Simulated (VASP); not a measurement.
# Rb7Br (Fm-3m) in VASP: single point with PBE

Aim: the single point of Rb7Br with PBE.

All numbers are computed with VASP 6.6.1; they aren't measurements. Logs are shortened: lines on timing, memory, paths and dates and some standing lists are left out, and cuts for length are marked.

**1. The cell of the first run**

Symmetry: Fm-3m, No. 225, cubic system. The conventional cell has a = 13.554 Å, b = 13.554 Å, c = 13.554 Å, α = 90.00°, β = 90.00°, γ = 90.00°.

The cell was generated, and may not be a known phase.

**2. Single point, PBE**

INCAR reads:

```
PREC = Accurate
ENCUT = 520
EDIFF = 1E-6
ISMEAR = 0
SIGMA = 0.1
LREAL = F
LASPH = T
NELM = 100
ALGO = Normal
ISIF = 2
LWAVE = F
LCHARG = F
GGA = PE
NBANDS = 45
```

KPOINTS reads:

```
Automatic mesh
0
Gamma
  6 6 6
```

POSCAR reads:

```
Rb7Br
1.0
    0.0000000000      6.7770089491      6.7770089491
    6.7770089491      0.0000000000      6.7770089491
    6.7770089491      6.7770089491      0.0000000000
Rb Br
7 1
Direct
    0.5000000000      0.5000000000      0.5000000000
    0.5000000000      0.0000000000      0.0000000000
    0.5000000000      0.0000000000      0.5000000000
    0.0000000000      0.5000000000      0.5000000000
    0.0000000000      0.5000000000      0.0000000000
    0.5000000000      0.5000000000      0.0000000000
    0.0000000000      0.0000000000      0.5000000000
    0.0000000000      0.0000000000      0.0000000000
```

Potentials or basis: VASP PAW PBE potentials, release 64 (Rb_sv, Br).

On the command line:

```
$ cat potpaw_PBE.64/Rb_sv/POTCAR potpaw_PBE.64/Br/POTCAR > POTCAR
$ mpirun -np 1 vasp_std > vasp.out
```

OUTCAR:

```text
PREC = Accurate
   ENCUT = 520
   EDIFF = 1E-6
   ISMEAR = 0
   LREAL = F
   LASPH = T
   NELM = 100
   ISIF = 2
   GGA = PE

 ion  position               nearest neighbor table
   1  0.500  0.500  0.500-   3 4.79   4 4.79   6 4.79   2 4.79   5 4.79   6 4.79   2 4.79   3 4.79
                             7 4.79   4 4.79   5 4.79   7 4.79
   2  0.500  0.000  0.000-   3 4.79   6 4.79   1 4.79   3 4.79   7 4.79   1 4.79   5 4.79   6 4.79
                             5 4.79   7 4.79
   3  0.500  0.000  0.500-   1 4.79   2 4.79   7 4.79   2 4.79   6 4.79   1 4.79   4 4.79   6 4.79
                             4 4.79   7 4.79
   4  0.000  0.500  0.500-   1 4.79   5 4.79   7 4.79   5 4.79   6 4.79   3 4.79   7 4.79   1 4.79
                             3 4.79   6 4.79
   5  0.000  0.500  0.000-   4 4.79   6 4.79   1 4.79   4 4.79   7 4.79   2 4.79   7 4.79   1 4.79
                             2 4.79   6 4.79
   6  0.500  0.500  0.000-   1 4.79   2 4.79   5 4.79   1 4.79   3 4.79   4 4.79   2 4.79   3 4.79
                             4 4.79   5 4.79
   7  0.000  0.000  0.500-   3 4.79   4 4.79   2 4.79   5 4.79   1 4.79   4 4.79   5 4.79   1 4.79
                             2 4.79   3 4.79
   8  0.000  0.000  0.000-

  LATTYP: Found a face centered cubic cell.
 ALAT       =    13.5540178982

  Lattice vectors:

 A1 = (   0.0000000000,   6.7770089491,   6.7770089491)
 A2 = (   6.7770089491,   0.0000000000,   6.7770089491)
 A3 = (   6.7770089491,   6.7770089491,   0.0000000000)

Analysis of symmetry for initial positions (statically):
=====================================================================
 Subroutine PRICEL returns:
 Original cell was already a primitive cell.

 Routine SETGRP: Setting up the symmetry group for a
 face centered cubic supercell.

 Subroutine GETGRP returns: Found 48 space group operations
 (whereof 48 operations were pure point group operations)
 out of a pool of 48 trial point group operations.

The static configuration has the point symmetry O_h .

Analysis of symmetry for dynamics (positions and initial velocities):
=====================================================================
 Subroutine PRICEL returns:
 Original cell was already a primitive cell.

 Routine SETGRP: Setting up the symmetry group for a
 face centered cubic supercell.

 Subroutine GETGRP returns: Found 48 space group operations
 (whereof 48 operations were pure point group operations)
 out of a pool of 48 trial point group operations.

The dynamic configuration has the point symmetry O_h .

 Subroutine INISYM returns: Found 48 space group operations
 (whereof 48 operations are pure point group operations),
 and found     1 'primitive' translations

----------------------------------------------------------------------------------------

                                     Primitive cell

  volume of cell :     622.5069

  direct lattice vectors                    reciprocal lattice vectors
     0.000000000  6.777008949  6.777008949    -0.073778861  0.073778861  0.073778861
     6.777008949  0.000000000  6.777008949     0.073778861 -0.073778861  0.073778861
     6.777008949  6.777008949  0.000000000     0.073778861  0.073778861 -0.073778861

  length of vectors
     9.584137968  9.584137968  9.584137968     0.127788735  0.127788735  0.127788735

  position of ions in fractional coordinates (direct lattice)
     0.500000000  0.500000000  0.500000000
     0.500000000  0.000000000  0.000000000
     0.500000000  0.000000000  0.500000000
     0.000000000  0.500000000  0.500000000
     0.000000000  0.500000000  0.000000000
     0.500000000  0.500000000  0.000000000
     0.000000000  0.000000000  0.500000000
     0.000000000  0.000000000  0.000000000

  ion indices of the primitive-cell ions
   primitive index   ion index
                 1           1
                 2           2
                 3           3
                 4           4
                 5           5
                 6           6
                 7           7
                 8           8

----------------------------------------------------------------------------------------

 KPOINTS: Automatic mesh

Automatic generation of k-mesh.
 Grid dimensions read from file:
 generate k-points for:    6    6    6

 Generating k-lattice:

  Cartesian coordinates                     Fractional coordinates (reciprocal lattice)
    -0.012296477  0.012296477  0.012296477     0.166666667  0.000000000  0.000000000
     0.012296477 -0.012296477  0.012296477     0.000000000  0.166666667  0.000000000
     0.012296477  0.012296477 -0.012296477     0.000000000  0.000000000  0.166666667

  Length of vectors
     0.021298123  0.021298123  0.021298123

  Shift w.r.t. Gamma in fractional coordinates (k-lattice)
     0.000000000  0.000000000  0.000000000

 Subroutine IBZKPT returns following result:
 ===========================================

 Found     16 irreducible k-points:

 Following reciprocal coordinates:
            Coordinates               Weight
  0.000000  0.000000  0.000000      1.000000
  0.166667  0.000000  0.000000      8.000000
  0.333333  0.000000  0.000000      8.000000
  0.500000  0.000000  0.000000      4.000000
  0.166667  0.166667  0.000000      6.000000
  0.333333  0.166667  0.000000     24.000000
[... 8 lines left out ...]
 -0.333333  0.333333  0.166667     24.000000
 -0.333333  0.500000  0.166667     12.000000
   k-points           NKPTS =     16   k-points in BZ     NKDIM =     16   number of bands    NBANDS=     45
   number of dos      NEDOS =    301   number of ions     NIONS =      8
   total plane-waves  NPLWV = 373248
   dimension x,y,z NGX =    72 NGY =   72 NGZ =   72
   dimension x,y,z NGXF=   144 NGYF=  144 NGZF=  144
   ions per type =               7   1
   NGX,Y,Z   is equivalent  to a cutoff of  12.49, 12.49, 12.49 a.u.
   NGXF,Y,Z  is equivalent  to a cutoff of  24.98, 24.98, 24.98 a.u.
 SYSTEM =  unknown system
   PREC   = accura    normal or accurate (medium, high low for compatibility)
   ISTART =      0    job   : 0-new  1-cont  2-samecut
   ICHARG =      2    charge: 1-file 2-atom 10-const
   ISPIN  =      1    spin polarized calculation?
   LNONCOLLINEAR =      F non collinear calculations
   LSORBIT =      F    spin-orbit coupling
   LASPH  =      T    aspherical Exc in radial PAW
   ENCUT  =  520.0 eV  38.22 Ry    6.18 a.u.  17.82 17.82 17.82*2*pi/ulx,y,z
   NELM   =    100;   NELMIN=  2; NELMDL= -5     # of ELM steps
   EDIFF  = 0.1E-05   stopping-criterion for ELM
   LREAL  =      F    real-space projection
   EDIFFG = 0.1E-04   stopping-criterion for IOM
   NSW    =      0    number of steps for IOM
   IBRION =     -1    ionic relax: 0-MD 1-quasi-New 2-CG
   NFREE  =      0    steps in history (QN), initial steepest desc. (CG)
   ISIF   =      2    stress and relaxation
   ISYM   =      2    0-nonsym 1-usesym 2-fastsym
   POTIM  = 0.5000    time-step for ionic-motion
   TEBEG  =    0.0;   TEEND  =   0.0 temperature during run
   PSTRESS=    0.0 pullay stress
   NELECT =      70.0000    total number of electrons
   NUPDOWN=      -1.0000    fix difference up-down
   EMIN   =  10.00;   EMAX   =-10.00  energy-range for DOS
   EFERMI =   0.00;   METHOD = LEGACY
   ISMEAR =     0;   SIGMA  =   0.10  broadening in eV -4-tet -1-fermi 0-gaus
   EFERMI_NEDOS =   21; number of points for ismear=-14 and -15
   IALGO  =     38    algorithm
   IMIX   =      4    mixing-type and parameters
     AMIX     =   0.40;   BMIX     =  1.00
     AMIX_MAG =   1.60;   BMIX_MAG =  1.00
  volume/ion in A,a.u.               =      77.81       525.11
  Fermi-wavevector in a.u.,A,eV,Ry     =   0.790180  1.493224  8.495269  0.624385
  Thomas-Fermi vector in A             =   1.895470
   LORBIT       =      0    0 simple, 1 ext, 2 COOP (PROOUT), +10 PAW based schemes
   GGA     = PE    functional components
   LHFCALC =     F    Hartree Fock is set to
   AEXX    =    0.0000 exact exchange contribution
   IVDW    =     0    specifies the selected vdW correction
   LEPSILON=     F    determine dielectric tensor
   LRPA    =     F    only Hartree local field effects (RPA)
 non-spin polarized calculation
 Gauss-broadening in eV      SIGMA  =   0.10
  energy-cutoff  :      520.00
  volume of cell :      622.51
 maximum number of plane-waves:     16865
   NGX = 35   NGY = 35   NGZ = 35

 number of electron      70.0000002 magnetization

 Free energy of the ion-electron system (eV)
  ---------------------------------------------------
  ext. energy  EPLUGINS =         0.00000000
  ---------------------------------------------------
  free energy    TOTEN  =       -10.30364653 eV

  energy without entropy =      -10.27661240  energy(sigma->0) =      -10.29012946

 E-fermi :   0.2864     XC(G=0):  -5.6971

 val. band max:        0.2536345192   @ k =   0.3333   0.1667   0.0000
 cond. band min:       0.3266989665   @ k =   0.5000   0.5000   0.0000
 fundamental gap:      0.0730644473
 Fermi energy:         0.2863610099

 k-point     1 :       0.0000    0.0000    0.0000
  band No.  band energies     occupation
      1     -28.7349      2.00000
      2     -28.7295      2.00000
      3     -28.7295      2.00000
      4     -28.7295      2.00000
      5     -28.7269      2.00000
      6     -28.7269      2.00000
[... 37 lines left out ...]
     44       1.8402      0.00000
     45       2.3319      0.00000

 k-point     2 :       0.1667    0.0000    0.0000
  band No.  band energies     occupation
      1     -28.7345      2.00000
      2     -28.7299      2.00000
      3     -28.7294      2.00000
      4     -28.7294      2.00000
      5     -28.7271      2.00000
      6     -28.7271      2.00000
[... 37 lines left out ...]
     44       1.8779      0.00000
     45       2.3412      0.00000

 k-point     3 :       0.3333    0.0000    0.0000
  band No.  band energies     occupation
      1     -28.7335      2.00000
      2     -28.7309      2.00000
      3     -28.7289      2.00000
      4     -28.7289      2.00000
      5     -28.7276      2.00000
      6     -28.7276      2.00000
[... 613 lines left out ...]
     44       2.2881      0.00000
     45       2.3271      0.00000

 k-point    16 :      -0.3333    0.5000    0.1667
  band No.  band energies     occupation
      1     -28.7318      2.00000
      2     -28.7309      2.00000
      3     -28.7296      2.00000
      4     -28.7295      2.00000
      5     -28.7282      2.00000
      6     -28.7273      2.00000
[... 37 lines left out ...]
     44       2.2409      0.00000
     45       2.2573      0.00000

------------------------ aborting loop because EDIFF is reached ----------------------------------------

  FORCE on cell =-STRESS in cart. coord.  units (eV):
  Direction    XX          YY          ZZ          XY          YZ          ZX
  --------------------------------------------------------------------------------------
  -------------------------------------------------------------------------------------
  Total        0.0545131      0.0545131      0.0545131     -0.0000000      0.0000000     -0.0000000
  in kB        0.1403030      0.1403030      0.1403030     -0.0000000      0.0000000     -0.0000000
  external PRESSURE =       0.1403030 kB  Pullay stress =       0.0000000 kB

 VOLUME and BASIS-vectors are now :
 -----------------------------------------------------------------------------
  energy-cutoff  :      520.00
  volume of cell :      622.51
      direct lattice vectors                 reciprocal lattice vectors
     0.000000000  6.777008949  6.777008949    -0.073778861  0.073778861  0.073778861
     6.777008949  0.000000000  6.777008949     0.073778861 -0.073778861  0.073778861
     6.777008949  6.777008949  0.000000000     0.073778861  0.073778861 -0.073778861

 POSITION                                       TOTAL-FORCE (eV/Angst)
 -----------------------------------------------------------------------------------
      6.77701      6.77701      6.77701         0.000000      0.000000     -0.000000
      0.00000      3.38850      3.38850        -0.000000      0.000000     -0.000000
      3.38850      6.77701      3.38850         0.000000      0.000000      0.000000
      6.77701      3.38850      3.38850        -0.000000     -0.000000      0.000000
      3.38850      0.00000      3.38850         0.000000     -0.000000     -0.000000
      3.38850      3.38850      6.77701         0.000000     -0.000000     -0.000000
      3.38850      3.38850      0.00000        -0.000000      0.000000      0.000000
      0.00000      0.00000      0.00000         0.000000      0.000000     -0.000000
 -----------------------------------------------------------------------------------
    total drift:                                0.000000      0.000000      0.000000

  FREE ENERGIE OF THE ION-ELECTRON SYSTEM (eV)
  ---------------------------------------------------
  free  energy   TOTEN  =       -10.3036465274 eV

  energy  without entropy=      -10.2766124013  energy(sigma->0) =      -10.29012946
```

Wall time 12 min (1 thread of Intel Xeon 8259CL, shared host); peak memory 0.9 GiB.

Results:

- Free energy: -10.3036 eV
- Pressure: 0.0 GPa
- Band gap on the k mesh: zero (bands 35 and 36 overlap by 0.43 eV)

Levels at points of the mesh, in eV from the Fermi level:
| k point | band 32 | band 33 | band 34 | band 35 | band 36 | band 37 | band 38 | band 39 |
| --- | --- | --- | --- | --- | --- | --- | --- | --- |
| (0.00, 0.00, 0.00) | -2.80 | -1.94 | 0.23 | 0.23 | 0.23 | 0.33 | 0.74 | 0.86 |
| (0.50, 0.00, 0.00) | -2.81 | -1.24 | -1.02 | 0.23 | 0.40 | 0.40 | 0.69 | 0.69 |
| (0.50, 0.50, 0.00) | -2.83 | -0.94 | -0.92 | -0.24 | 0.04 | 0.04 | 0.66 | 1.24 |

The gap in the log of VASP goes by the Fermi energy; the results here count the filled bands.